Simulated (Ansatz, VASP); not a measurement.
## HfB3N in VASP and in Ansatz

File INCAR:

```
SYSTEM = HfB3N
PREC = Accurate
ENCUT = 600
EDIFF = 1E-6
ISMEAR = 0
SIGMA = 0.1
LREAL = .False.
LASPH = .True.
NELM = 120
ALGO = Normal
ISIF = 2
LWAVE = .False.
LCHARG = .False.
GGA = PE
NBANDS = 20
GGA_COMPAT = .False.
```

File KPOINTS:

```
Automatic mesh
0
Gamma
  12 12 12
  0 0 0
```

File POSCAR:

```
HfB3N
1.0
    3.1439488127      1.8151596933      1.4646715546
   -3.1439488127      1.8151596933      1.4646715546
    0.0000000000     -3.6303193867      1.4646715546
Hf B N
1 3 1
Direct
    0.0000000000      0.0000000000      0.0000000000
    0.5000000000      0.7428357849      0.2571642151
    0.2571642151      0.5000000000      0.7428357849
    0.7428357849      0.2571642151      0.5000000000
    0.5000000000      0.5000000000      0.5000000000
```

Input for Ansatz:

```yaml
crystal:
  lattice:
    - [3.1439488127, 1.8151596933, 1.4646715546]
    - [-3.1439488127, 1.8151596933, 1.4646715546]
    - [0.0, -3.6303193867, 1.4646715546]
  atoms:
    - { symbol: Hf, position: [0.0, 0.0, 0.0] }
    - { symbol: B, position: [0.5, 0.7428357849, 0.2571642151] }
    - { symbol: B, position: [0.2571642151, 0.5, 0.7428357849] }
    - { symbol: B, position: [0.7428357849, 0.2571642151, 0.5] }
    - { symbol: "N", position: [0.5, 0.5, 0.5] }
basis:
  ecutwfc: 420
kpoints:
  mp_grid: { grid: [12, 12, 12] }
  band_path:
    path:
      - [[0.0, 0.0, 0.0], [0.5, 0.0, 0.0], [0.5, -0.5, 0.5], [0.27518411, -0.72481589, 0.27518411]]
      - [[0.27518411, 0.27518411, 0.27518411], [0.0, 0.0, 0.0], [0.5, -0.5, 0.0]]
    npoints: 14
hamiltonian:
  xc: pbe
scf:
  occupations: { method: gaussian, width: 0.1 }
  n_extra_bands: 12
output:
  forces: true
  stress: true
  eigenvalues: true
  populations: true
  dos: { projected: true, de: 0.02, nscf_kmesh: { grid: [15, 15, 15] } }
  bader: true
  write_density: true
  write_potential: true
  elf: true
  volumetric_format: npy
```

Alike in both runs: task single point; functional PBE; k mesh 12 × 12 × 12; occupations gaussian, width 0.1 eV; no spin polarisation.

```csv
,VASP,Ansatz
version,VASP 6.6.1,Ansatz 0.2.0
potentials or method,"VASP PAW PBE potentials, release 64 (Hf_pv, B, N), cutoff 600 eV","scalar-relativistic, plane waves, PAW"
valence electrons in the cell,24,40
```

VASP gave:

```
gap on the k mesh at the Fermi level (eV)                     : none
pressure (GPa)                                                : -0.8
traceless stress, the component that is largest in VASP (GPa) : -0.82
rms of the force components (eV/Å)                            : 0.011
```

Problem. Which values does Ansatz return?

Solution. gap on the k mesh at the Fermi level (eV): none; pressure (GPa): 0.0; traceless stress, the component that is largest in VASP (GPa): 0.04; rms of the force components (eV/Å): 0.004.

Atom by atom the forces differ by 0.007 eV/Å (rms over components). A gap of «none» marks a metal or a gap that the smearing closes. The functional is the same, so the differences come from potentials, cutoffs and numerics. VASP's potentials hold 24 valence electrons a cell and Ansatz's 40, so a difference there can come from the potentials and not from the codes.

Spin-orbit coupling is off throughout.
